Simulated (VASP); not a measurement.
# B5P (I-4m2) in VASP: single point with PBE

Aim: the single point of B5P with PBE.

All numbers are computed with VASP 6.6.1; they aren't measurements. Logs are shortened: lines on timing, memory, paths and dates and some standing lists are left out, and cuts for length are marked.

## (1) The cell of the first run

It takes space group I-4m2 (No. 119, tetragonal). The conventional cell has a = 3.877 Å, b = 3.877 Å, c = 6.616 Å, α = 90.00°, β = 90.00°, γ = 90.00°. Within 2.3 Å of B (site symmetry -4m2) lie 6 B at 1.72 to 2.10 Å. Within 2.3 Å of B (site symmetry 2mm) lie 5 B at 1.72 to 2.15 Å and 2 P at 1.94 Å. Within 2.3 Å of B (site symmetry 2mm) lie 7 B at 1.71 to 2.15 Å. P (site symmetry -4m2) has 10 B at 1.94 to 2.55 Å within 2.6 Å.

## (2) Single point, PBE

INCAR reads:

```
PREC = Accurate
ENCUT = 500
EDIFF = 1E-6
ISMEAR = 0
SIGMA = 0.2
LREAL = F
LASPH = T
NELM = 120
ALGO = Normal
ISIF = 2
LWAVE = F
LCHARG = T
GGA = PE
LELF = T
LVHAR = T
NBANDS = 19
GGA_COMPAT = F
```

KPOINTS reads:

```
regular mesh
0
Gamma
  5 5 5
```

POSCAR reads:

```
B5P
1.0
   -1.9382994964      1.9382994964      3.3080444402
    1.9382994964     -1.9382994964      3.3080444402
    1.9382994964      1.9382994964     -3.3080444402
B P
5 1
Direct
    0.0000000000      0.0000000000      0.0000000000
    0.7401572537      0.7401572537      0.0000000000
    0.2598427463      0.2598427463      0.0000000000
    0.1208738392      0.6208738392      0.5000000000
    0.3791261608      0.8791261608      0.5000000000
    0.7500000000      0.2500000000      0.5000000000
```

Potentials or basis: VASP PAW PBE potentials, release 64 (B, P).

Launch:

```console
> cat potpaw_PBE.64/B/POTCAR potpaw_PBE.64/P/POTCAR > POTCAR
> mpirun -np 1 vasp_std > vasp.out
```

OUTCAR:

```text
PREC = Accurate
   ENCUT = 500
   EDIFF = 1E-6
   ISMEAR = 0
   LREAL = F
   LASPH = T
   NELM = 120
   ISIF = 2
   GGA = PE

 ion  position               nearest neighbor table
   1  0.000  0.000  0.000-   2 1.72   3 1.72   4 2.10   5 2.10   4 2.10   5 2.10   6 2.55   6 2.55
                             6 2.55   6 2.55
   2  0.740  0.740  0.000-   1 1.72   6 1.94   6 1.94   4 2.09   4 2.09   5 2.15   5 2.15
   3  0.260  0.260  0.000-   1 1.72   6 1.94   6 1.94   5 2.09   5 2.09   4 2.15   4 2.15
   4  0.121  0.621  0.500-   5 1.71   2 2.09   2 2.09   1 2.10   1 2.10   3 2.15   3 2.15   6 2.45

   5  0.379  0.879  0.500-   4 1.71   3 2.09   3 2.09   1 2.10   1 2.10   2 2.15   2 2.15   6 2.45

   6  0.750  0.250  0.500-   3 1.94   2 1.94   3 1.94   2 1.94   4 2.45   5 2.45   1 2.55   1 2.55
                             1 2.55   1 2.55

  LATTYP: Found a body centered tetragonal cell.
 ALAT       =     3.8765989928
 C/A-ratio  =     1.7066735282

  Lattice vectors:

 A1 = (  -1.9382994964,   1.9382994964,   3.3080444402)
 A2 = (   1.9382994964,  -1.9382994964,   3.3080444402)
 A3 = (   1.9382994964,   1.9382994964,  -3.3080444402)

Analysis of symmetry for initial positions (statically):
=====================================================================
 Subroutine PRICEL returns:
 Original cell was already a primitive cell.

 Routine SETGRP: Setting up the symmetry group for a
 body centered tetragonal supercell.

 Subroutine GETGRP returns: Found  8 space group operations
 (whereof  8 operations were pure point group operations)
 out of a pool of 16 trial point group operations.

The static configuration has the point symmetry D_2d.

Analysis of symmetry for dynamics (positions and initial velocities):
=====================================================================
 Subroutine PRICEL returns:
 Original cell was already a primitive cell.

 Routine SETGRP: Setting up the symmetry group for a
 body centered tetragonal supercell.

 Subroutine GETGRP returns: Found  8 space group operations
 (whereof  8 operations were pure point group operations)
 out of a pool of 16 trial point group operations.

The dynamic configuration has the point symmetry D_2d.

 Subroutine INISYM returns: Found  8 space group operations
 (whereof  8 operations are pure point group operations),
 and found     1 'primitive' translations

----------------------------------------------------------------------------------------

                                     Primitive cell

  volume of cell :      49.7134

  direct lattice vectors                    reciprocal lattice vectors
    -1.938299496  1.938299496  3.308044440     0.000000000  0.257958071  0.151146700
     1.938299496 -1.938299496  3.308044440     0.257958071  0.000000000  0.151146700
     1.938299496  1.938299496 -3.308044440     0.257958071  0.257958071  0.000000000

  length of vectors
     4.296180617  4.296180617  4.296180617     0.298977744  0.298977744  0.364807803

  position of ions in fractional coordinates (direct lattice)
     0.000000000  0.000000000  0.000000000
     0.740157254  0.740157254  0.000000000
     0.259842746  0.259842746  0.000000000
     0.120873839  0.620873839  0.500000000
     0.379126161  0.879126161  0.500000000
     0.750000000  0.250000000  0.500000000

  ion indices of the primitive-cell ions
   primitive index   ion index
                 1           1
                 2           2
                 3           3
                 4           4
                 5           5
                 6           6

----------------------------------------------------------------------------------------

 KPOINTS: regular mesh

Automatic generation of k-mesh.
 Grid dimensions read from file:
 generate k-points for:    5    5    5

 Generating k-lattice:

  Cartesian coordinates                     Fractional coordinates (reciprocal lattice)
     0.000000000  0.051591614  0.030229340     0.200000000  0.000000000  0.000000000
     0.051591614  0.000000000  0.030229340     0.000000000  0.200000000  0.000000000
     0.051591614  0.051591614  0.000000000     0.000000000  0.000000000  0.200000000

  Length of vectors
     0.059795549  0.059795549  0.072961561

  Shift w.r.t. Gamma in fractional coordinates (k-lattice)
     0.000000000  0.000000000  0.000000000

 Subroutine IBZKPT returns following result:
 ===========================================

 Found     18 irreducible k-points:

 Following reciprocal coordinates:
            Coordinates               Weight
  0.000000  0.000000  0.000000      1.000000
  0.200000  0.000000 -0.000000      8.000000
  0.400000  0.000000 -0.000000      8.000000
  0.200000  0.200000 -0.000000      8.000000
  0.400000  0.200000 -0.000000     16.000000
 -0.400000  0.200000  0.000000     16.000000
[... 10 lines left out ...]
 -0.400000  0.400000  0.400000      4.000000
 -0.400000 -0.400000  0.400000      2.000000
   k-points           NKPTS =     18   k-points in BZ     NKDIM =     18   number of bands    NBANDS=     19
   number of dos      NEDOS =    301   number of ions     NIONS =      6
   total plane-waves  NPLWV =  32768
   dimension x,y,z NGX =    32 NGY =   32 NGZ =   32
   dimension x,y,z NGXF=    64 NGYF=   64 NGZF=   64
   ions per type =               5   1
   NGX,Y,Z   is equivalent  to a cutoff of  12.38, 12.38, 12.38 a.u.
   NGXF,Y,Z  is equivalent  to a cutoff of  24.77, 24.77, 24.77 a.u.
 SYSTEM =  unknown system
   PREC   = accura    normal or accurate (medium, high low for compatibility)
   ISTART =      0    job   : 0-new  1-cont  2-samecut
   ICHARG =      2    charge: 1-file 2-atom 10-const
   ISPIN  =      1    spin polarized calculation?
   LNONCOLLINEAR =      F non collinear calculations
   LSORBIT =      F    spin-orbit coupling
   LASPH  =      T    aspherical Exc in radial PAW
   ENCUT  =  500.0 eV  36.75 Ry    6.06 a.u.   7.83  7.83  7.83*2*pi/ulx,y,z
   NELM   =    120;   NELMIN=  2; NELMDL= -5     # of ELM steps
   EDIFF  = 0.1E-05   stopping-criterion for ELM
   LREAL  =      F    real-space projection
   EDIFFG = 0.1E-04   stopping-criterion for IOM
   NSW    =      0    number of steps for IOM
   IBRION =     -1    ionic relax: 0-MD 1-quasi-New 2-CG
   NFREE  =      0    steps in history (QN), initial steepest desc. (CG)
   ISIF   =      2    stress and relaxation
   ISYM   =      2    0-nonsym 1-usesym 2-fastsym
   POTIM  = 0.5000    time-step for ionic-motion
   TEBEG  =    0.0;   TEEND  =   0.0 temperature during run
   PSTRESS=    0.0 pullay stress
   NELECT =      20.0000    total number of electrons
   NUPDOWN=      -1.0000    fix difference up-down
   EMIN   =  10.00;   EMAX   =-10.00  energy-range for DOS
   EFERMI =   0.00;   METHOD = LEGACY
   ISMEAR =     0;   SIGMA  =   0.20  broadening in eV -4-tet -1-fermi 0-gaus
   EFERMI_NEDOS =   21; number of points for ismear=-14 and -15
   IALGO  =     38    algorithm
   IMIX   =      4    mixing-type and parameters
     AMIX     =   0.40;   BMIX     =  1.00
     AMIX_MAG =   1.60;   BMIX_MAG =  1.00
  volume/ion in A,a.u.               =       8.29        55.91
  Fermi-wavevector in a.u.,A,eV,Ry     =   1.208538  2.283806 19.872195  1.460565
  Thomas-Fermi vector in A             =   2.344143
   LORBIT       =      0    0 simple, 1 ext, 2 COOP (PROOUT), +10 PAW based schemes
   GGA     = PE    functional components
   LHFCALC =     F    Hartree Fock is set to
   AEXX    =    0.0000 exact exchange contribution
   IVDW    =     0    specifies the selected vdW correction
   LEPSILON=     F    determine dielectric tensor
   LRPA    =     F    only Hartree local field effects (RPA)
 non-spin polarized calculation
 Gauss-broadening in eV      SIGMA  =   0.20
  energy-cutoff  :      500.00
  volume of cell :       49.71
 maximum number of plane-waves:      1274
   NGX = 15   NGY = 15   NGZ = 15

 number of electron      19.9999999 magnetization

 Free energy of the ion-electron system (eV)
  ---------------------------------------------------
  ext. energy  EPLUGINS =         0.00000000
  ---------------------------------------------------
  free energy    TOTEN  =       -32.74142642 eV

  energy without entropy =      -32.70775292  energy(sigma->0) =      -32.72458967

 E-fermi :   7.6628     XC(G=0): -11.8445

 val. band max:        7.6562398446   @ k =  -0.2000   0.4000   0.2000
 cond. band min:       7.6801270099   @ k =   0.4000   0.0000  -0.0000
 fundamental gap:      0.0238871653
 Fermi energy:         7.6628234636

 k-point     1 :       0.0000    0.0000    0.0000
  band No.  band energies     occupation
      1      -8.8417      2.00000
      2       0.5324      2.00000
      3       0.5324      2.00000
      4       0.6166      2.00000
      5       0.7623      2.00000
      6       2.7995      2.00000
[... 11 lines left out ...]
     18      17.8915      0.00000
     19      18.8719      0.00000

 k-point     2 :       0.2000    0.0000   -0.0000
  band No.  band energies     occupation
      1      -8.4295      2.00000
      2      -2.3045      2.00000
      3       0.3250      2.00000
      4       0.6363      2.00000
      5       1.7340      2.00000
      6       2.4719      2.00000
[... 11 lines left out ...]
     18      16.7504      0.00000
     19      17.4305      0.00000

 k-point     3 :       0.4000    0.0000   -0.0000
  band No.  band energies     occupation
      1      -7.2724      2.00000
      2      -4.8687      2.00000
      3      -0.1083      2.00000
      4       0.7105      2.00000
      5       1.0364      2.00000
      6       2.6706      2.00000
[... 302 lines left out ...]
      1      -7.0926      2.00000
      2      -4.0756      2.00000
      3      -2.8809      2.00000
      4      -0.5775      2.00000
      5       0.9242      2.00000
      6       3.6186      2.00000
[... 11 lines left out ...]
     18      15.7063      0.00000
     19      15.8533      0.00000

 k-point    18 :      -0.4000   -0.4000    0.4000
  band No.  band energies     occupation
      1      -7.6128      2.00000
      2      -3.6341      2.00000
      3      -0.8133      2.00000
      4      -0.8133      2.00000
      5      -0.2724      2.00000
      6       1.8189      2.00000
[... 11 lines left out ...]
     18      14.6671      0.00000
     19      16.1502      0.00000

------------------------ aborting loop because EDIFF is reached ----------------------------------------

  FORCE on cell =-STRESS in cart. coord.  units (eV):
  Direction    XX          YY          ZZ          XY          YZ          ZX
  --------------------------------------------------------------------------------------
  -------------------------------------------------------------------------------------
  Total       -0.2888490     -0.2888490     -0.2186082      0.0000000      0.0000000      0.0000000
  in kB       -9.3091145     -9.3091145     -7.0453724      0.0000000      0.0000000      0.0000000
  external PRESSURE =      -8.5545338 kB  Pullay stress =       0.0000000 kB

 VOLUME and BASIS-vectors are now :
 -----------------------------------------------------------------------------
  energy-cutoff  :      500.00
  volume of cell :       49.71
      direct lattice vectors                 reciprocal lattice vectors
    -1.938299496  1.938299496  3.308044440     0.000000000  0.257958071  0.151146700
     1.938299496 -1.938299496  3.308044440     0.257958071  0.000000000  0.151146700
     1.938299496  1.938299496 -3.308044440     0.257958071  0.257958071  0.000000000

 POSITION                                       TOTAL-FORCE (eV/Angst)
 -----------------------------------------------------------------------------------
      0.00000      0.00000      0.00000        -0.000000      0.000000     -0.000000
      0.00000      0.00000      4.89695         0.000000     -0.000000      0.041006
      0.00000      0.00000      1.71914         0.000000     -0.000000     -0.041006
      1.93830      0.00000      0.79971        -0.000000     -0.000000      0.021249
      1.93830      0.00000      2.50833        -0.000000     -0.000000     -0.021249
      0.00000      1.93830      1.65402        -0.000000      0.000000     -0.000000
 -----------------------------------------------------------------------------------
    total drift:                               -0.000000      0.000000      0.000000

  FREE ENERGIE OF THE ION-ELECTRON SYSTEM (eV)
  ---------------------------------------------------
  free  energy   TOTEN  =       -32.7414264217 eV

  energy  without entropy=      -32.7077529236  energy(sigma->0) =      -32.72458967
```

It took 33 s on 1 thread of Intel Xeon 8259CL, shared host; peak memory 0.17 GiB.

Results:

* Free energy: -32.7414 eV
* Pressure: -0.9 GPa
* Largest force: 0.041 eV/Å
* Band gap on the k mesh: zero (band 10 reaches 8.92 eV, above the bottom of band 11 at 5.90 eV)

Forces in eV/Å, atoms in the order of the input:
```
B    0.000  0.000  0.000
B    0.000  0.000  0.041
B    0.000  0.000 -0.041
B    0.000  0.000  0.021
B    0.000  0.000 -0.021
P    0.000  0.000  0.000
```

Levels at points of the mesh, in eV from the Fermi level:
```tsv
k point	band 6	band 7	band 8	band 9	band 10	band 11	band 12	band 13	band 14	band 15
(0.00, 0.00, 0.00)	-4.86	-3.75	-3.57	-3.57	-2.88	-1.76	-1.12	-1.12	3.54	5.78
```

Caveat: the k points lie up to 0.46 Å⁻¹ apart.
